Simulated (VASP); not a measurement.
# BaO (Fm-3m) in VASP: a series of runs, part 3 of 3

VASP 6.6.1. Earlier steps stand in the parts before.

## 4. Single point, HSE06

POSCAR reads:

```
BaO
1.0
    0.0000000000      2.7718674917      2.7718674917
    2.7718674917      0.0000000000      2.7718674917
    2.7718674917      2.7718674917      0.0000000000
Ba O
1 1
Direct
    0.0000000000      0.0000000000      0.0000000000
    0.5000000000      0.5000000000      0.5000000000
```

INCAR.step1 reads:

```
ALGO     = Normal         # electronic algorithm
EDIFF    = 1E-5           # SCF threshold, eV
ENCUT    = 520            # plane-wave cutoff, eV
GGA      = PE             # functional
GGA_COMPAT= F            
ISIF     = 2              # what is computed and relaxed
ISMEAR   = 0              # smearing method
LASPH    = T              # aspherical terms in the spheres
LREAL    = F              # projectors in reciprocal space
LWAVE    = T              # write WAVECAR
NBANDS   = 15             # bands
NELM     = 120            # most SCF steps
PREC     = Accurate       # precision mode
SIGMA    = 0.2            # smearing width, eV
```

INCAR.step2 reads:

```
ALGO     = Normal         # electronic algorithm
EDIFF    = 1E-6           # SCF threshold, eV
ENCUT    = 520            # plane-wave cutoff, eV
GGA      = PE             # functional
GGA_COMPAT= F            
HFSCREEN = 0.2079         # screening, 1/A
ISIF     = 2              # what is computed and relaxed
ISMEAR   = 0              # smearing method
ISTART   = 1            
LASPH    = T              # aspherical terms in the spheres
LCHARG   = T              # write CHGCAR
LELF     = T              # ELF
LHFCALC  = T              # exact exchange
LREAL    = F              # projectors in reciprocal space
LVHAR    = T            
LWAVE    = F              # write WAVECAR
NBANDS   = 15             # bands
NELM     = 120            # most SCF steps
PREC     = Accurate       # precision mode
PRECFOCK = Normal       
SIGMA    = 0.2            # smearing width, eV
```

KPOINTS reads:

```
k-points
0
Gamma
  4 4 4
```

Potentials or basis: VASP PAW PBE potentials, release 64 (Ba_sv, O).

Launch:

```
> cat potpaw_PBE.64/Ba_sv/POTCAR potpaw_PBE.64/O/POTCAR > POTCAR
> cp INCAR.step1 INCAR
> mpirun -np 1 vasp_std > vasp.out
> cp INCAR.step2 INCAR
> mpirun -np 1 vasp_std > vasp.out
```

OUTCAR:

```text
EDIFF = 1E-6
   ENCUT = 520
   GGA = PE
   HFSCREEN = 0.2079
   ISIF = 2
   ISMEAR = 0
   ISTART = 1
   LASPH = T
   LHFCALC = T
   LREAL = F
   NELM = 120
   PREC = Accurate
   PRECFOCK = Normal

 ion  position               nearest neighbor table
   1  0.000  0.000  0.000-   2 2.77   2 2.77   2 2.77   2 2.77   2 2.77   2 2.77
   2  0.500  0.500  0.500-   1 2.77   1 2.77   1 2.77   1 2.77   1 2.77   1 2.77

  LATTYP: Found a face centered cubic cell.
 ALAT       =     5.5437349834

  Lattice vectors:

 A1 = (   0.0000000000,   2.7718674917,   2.7718674917)
 A2 = (   2.7718674917,   0.0000000000,   2.7718674917)
 A3 = (   2.7718674917,   2.7718674917,   0.0000000000)

Analysis of symmetry for initial positions (statically):
=====================================================================
 Subroutine PRICEL returns:
 Original cell was already a primitive cell.

 Routine SETGRP: Setting up the symmetry group for a
 face centered cubic supercell.

 Subroutine GETGRP returns: Found 48 space group operations
 (whereof 48 operations were pure point group operations)
 out of a pool of 48 trial point group operations.

The static configuration has the point symmetry O_h .

Analysis of symmetry for dynamics (positions and initial velocities):
=====================================================================
 Subroutine PRICEL returns:
 Original cell was already a primitive cell.

 Routine SETGRP: Setting up the symmetry group for a
 face centered cubic supercell.

 Subroutine GETGRP returns: Found 48 space group operations
 (whereof 48 operations were pure point group operations)
 out of a pool of 48 trial point group operations.

The dynamic configuration has the point symmetry O_h .

 Subroutine INISYM returns: Found 48 space group operations
 (whereof 48 operations are pure point group operations),
 and found     1 'primitive' translations

[... 112 lines left out ...]
   ENCUTFOCK=  -1.0 apply spherical cutoff to Coloumb kernel
   IVDW    =     0    specifies the selected vdW correction
   LEPSILON=     F    determine dielectric tensor
   LRPA    =     F    only Hartree local field effects (RPA)
 non-spin polarized calculation
 Gauss-broadening in eV      SIGMA  =   0.20
  energy-cutoff  :      520.00
  volume of cell :       42.59
 maximum number of plane-waves:      1162
 NGX is ok and might be reduce to    30
  NGX = 24; NGY = 24; NGZ = 24

 number of electron      15.9999999 magnetization

 Free energy of the ion-electron system (eV)
  ---------------------------------------------------
  ext. energy  EPLUGINS =         0.00000000
  ---------------------------------------------------
  free energy    TOTEN  =       -13.85838901 eV

  energy without entropy =      -13.85838901  energy(sigma->0) =      -13.85838901

 E-fermi :   1.8770     XC(G=0):  -7.9444

 val. band max:        0.9132087104   @ k =   0.5000   0.5000   0.0000
 cond. band min:       4.1661558366   @ k =   0.5000   0.5000   0.0000
 fundamental gap:      3.2529471261
 Fermi energy:         1.8770397340

 k-point     1 :       0.0000    0.0000    0.0000
  band No.  band energies     occupation
      1     -26.5005      2.00000
      2     -15.5959      2.00000
      3      -9.9184      2.00000
      4      -9.9184      2.00000
      5      -9.9184      2.00000
      6       0.5241      2.00000
      7       0.5241      2.00000
      8       0.5241      2.00000
      9       5.7738      0.00000
     10       7.0171      0.00000
     11       7.0171      0.00000
     12       7.0171      0.00000
     13       9.3514      0.00000
     14       9.3514      0.00000
[... 113 lines left out ...]
      2     -15.9729      2.00000
      3     -11.0517      2.00000
      4     -11.0517      2.00000
      5     -10.0010      2.00000
      6      -0.5209      2.00000
      7       0.7029      2.00000
      8       0.7029      2.00000
      9       6.9152      0.00000
     10       6.9152      0.00000
     11       9.2748      0.00000
     12      12.3526      0.00000
     13      12.4302      0.00000
     14      14.3969      0.00000
     15      15.8856      0.00000

------------------------ aborting loop because EDIFF is reached ----------------------------------------

  FORCE on cell =-STRESS in cart. coord.  units (eV):
  Direction    XX          YY          ZZ          XY          YZ          ZX
  --------------------------------------------------------------------------------------
  -------------------------------------------------------------------------------------
  Total        0.2952474      0.2952474      0.2952474      0.0000000     -0.0000000     -0.0000000
  in kB       11.1057844     11.1057844     11.1057844      0.0000000     -0.0000000     -0.0000000
  external PRESSURE =      11.1057844 kB  Pullay stress =       0.0000000 kB

 VOLUME and BASIS-vectors are now :
 -----------------------------------------------------------------------------
  energy-cutoff  :      520.00
  volume of cell :       42.59
      direct lattice vectors                 reciprocal lattice vectors
     0.000000000  2.771867492  2.771867492    -0.180383803  0.180383803  0.180383803
     2.771867492  0.000000000  2.771867492     0.180383803 -0.180383803  0.180383803
     2.771867492  2.771867492  0.000000000     0.180383803  0.180383803 -0.180383803

 POSITION                                       TOTAL-FORCE (eV/Angst)
 -----------------------------------------------------------------------------------
      0.00000      0.00000      0.00000         0.000000     -0.000000      0.000000
      2.77187      2.77187      2.77187        -0.000000      0.000000     -0.000000
 -----------------------------------------------------------------------------------
    total drift:                                0.000000      0.000000      0.000000

  FREE ENERGIE OF THE ION-ELECTRON SYSTEM (eV)
  ---------------------------------------------------
  free  energy   TOTEN  =       -13.8583890139 eV

  energy  without entropy=      -13.8583890139  energy(sigma->0) =      -13.85838901
```

It took 8.3 min on 1 thread of Intel Xeon Platinum 8375C at 2.90GHz (Ice Lake), shared host; peak memory 0.27 GiB.

What came out:

```yaml
Free_energy: -13.8584 eV
Pressure: 1.1 GPa
Band_gap_on_the_k_mesh: 3.25 eV
```

Caveat: the k points lie up to 0.49 Å⁻¹ apart; the PAW data sets were made with another functional, which shifts forces and pressure a little; spin-orbit coupling is left out, which moves the levels of the heavy elements.

## 5. Single point, HSE06

POSCAR is that of step 4.

INCAR.step1 reads:

```
SYSTEM = BaO
  ALGO = Normal
  EDIFF = 1E-5
  ENCUT = 520
  GGA = PE
  GGA_COMPAT = .False.
  ISIF = 2
  ISMEAR = 0
  LASPH = .True.
  LCHARG = .False.
  LREAL = .False.
  LWAVE = .True.
  NBANDS = 15
  NELM = 120
  PREC = Accurate
  SIGMA = 0.01
```

INCAR.step2 reads:

```
SYSTEM = BaO
  ALGO = Normal
  EDIFF = 1E-6
  ENCUT = 520
  GGA = PE
  GGA_COMPAT = .False.
  HFSCREEN = 0.2079
  ISIF = 2
  ISMEAR = 0
  ISTART = 1
  LASPH = .True.
  LCHARG = .False.
  LHFCALC = .True.
  LREAL = .False.
  LWAVE = .False.
  NBANDS = 15
  NELM = 120
  PREC = Accurate
  PRECFOCK = Normal
  SIGMA = 0.01
```

KPOINTS reads:

```
k-points
0
Gamma
  4 4 4
  0 0 0
```

Launch:

```
> cat potpaw_PBE.64/Ba_sv/POTCAR potpaw_PBE.64/O/POTCAR > POTCAR
> cp INCAR.step1 INCAR
> mpirun -np 1 vasp_std > vasp.out
> cp INCAR.step2 INCAR
> mpirun -np 1 vasp_std > vasp.out
```

Wall time 8.2 min (1 thread of Intel Xeon Platinum 8375C at 2.90GHz (Ice Lake), shared host); peak memory 0.27 GiB.

It converged, with:

* Free energy: -13.8584 eV
* Pressure: 1.1 GPa
* Band gap on the k mesh: 3.25 eV

Levels at points of the mesh, in eV from the valence-band top:
```tsv
k point	band 6	band 7	band 8	band 9	band 10	band 11
(0.00, 0.00, 0.00)	-0.39	-0.39	-0.39	4.86	6.10	6.10
(0.50, 0.00, 0.00)	-2.08	-1.58	-1.58	6.35	8.74	8.74
(0.50, 0.50, 0.00)	-0.18	-0.18	0.00	3.25	7.45	10.49
```

Caveat: the k points lie up to 0.49 Å⁻¹ apart; the PAW data sets were made with another functional, which shifts forces and pressure a little; spin-orbit coupling is left out, which moves the levels of the heavy elements. A k mesh can miss the band edges.

## 6. Summary

```csv
level,smearing,share of exact exchange,screening parameter,gap on the mesh (eV),pressure (GPa)
PBE-based screened hybrid with 10 % exact exchange,gaussian 0.01 eV,0.1,0.1 1/Å,2.62,2.1
PBE-based screened hybrid with 75 % exact exchange,gaussian 0.01 eV,0.75,0.2078 1/Å,6.05,-2.2
HSE06,gaussian 0.2 eV,0.25,0.2079 1/Å,3.25,1.1
HSE06,gaussian 0.01 eV,0.25,0.2079 1/Å,3.25,1.1
```

Alike in all rows: task single point; potentials or basis VASP PAW PBE potentials, release 64 (Ba_sv, O); no spin polarisation; cell as given; k mesh 4 × 4 × 4; cutoff (eV) 520.

Caveats: all runs use coarse meshes; the PAW data sets were made with another functional, which shifts forces and pressure a little; spin-orbit coupling is left out, which moves the levels of the heavy elements.

Total energies depend on the potentials used, so only differences within one code and one set of settings carry meaning.
